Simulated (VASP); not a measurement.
A run of VASP 6.6.1 is set up as follows.

Contents of INCAR:

```
SYSTEM = Hg
PREC = Accurate ; ENCUT = 600
EDIFF = 1E-7 ; ISMEAR = -1
SIGMA = 0.05 ; LREAL = .False.
LASPH = .True. ; NELM = 100
ALGO = Normal ; ISIF = 3
LWAVE = .False. ; LCHARG = .False.
GGA = PE ; IBRION = 2
NSW = 100 ; EDIFFG = -0.005
```

Contents of KPOINTS:

```
Automatic mesh
0
Gamma
  16 16 16
  0 0 0
```

File POSCAR:

```
Hg
1.0
   -1.8042072221      1.8042072221      1.8042072221
    1.8042072221     -1.8042072221      1.8042072221
    1.8042072221      1.8042072221     -1.8042072221
Hg
1
Direct
    0.0000000000      0.0000000000      0.0000000000
```

Potentials or basis: VASP PAW PBE potentials, release 64 (Hg).

Run with:

```console
$ cat potpaw_PBE.64/Hg/POTCAR > POTCAR
$ mpirun -np 1 vasp_std > vasp.out
```

Question: Predict the band gap on the k mesh.

Answer: Zero (band 6 reaches 2.76 eV, above the bottom of band 7 at 0.64 eV).

Question: Estimate the relaxed volume.

Answer: 29.83 Å³/atom.

Question: What does it give for the space group after relaxing (to 0.05 Å)?

Answer: Im-3m (No. 229).

Question: What does it give for the relaxed cell?

Answer: a = 3.384 Å, b = 3.384 Å, c = 3.384 Å, α = 109.47°, β = 109.47°, γ = 109.47°.

Final structure:
```
Hg
1.0
    -1.95362    1.95362    1.95362
     1.95362   -1.95362    1.95362
     1.95362    1.95362   -1.95362
Hg
1
Direct
  0.00000 0.00000 0.00000
```

Caveat: the volume moved by over 15 % at a fixed basis, so the end points are rough; spin-orbit coupling is left out, which moves the levels of the heavy elements.
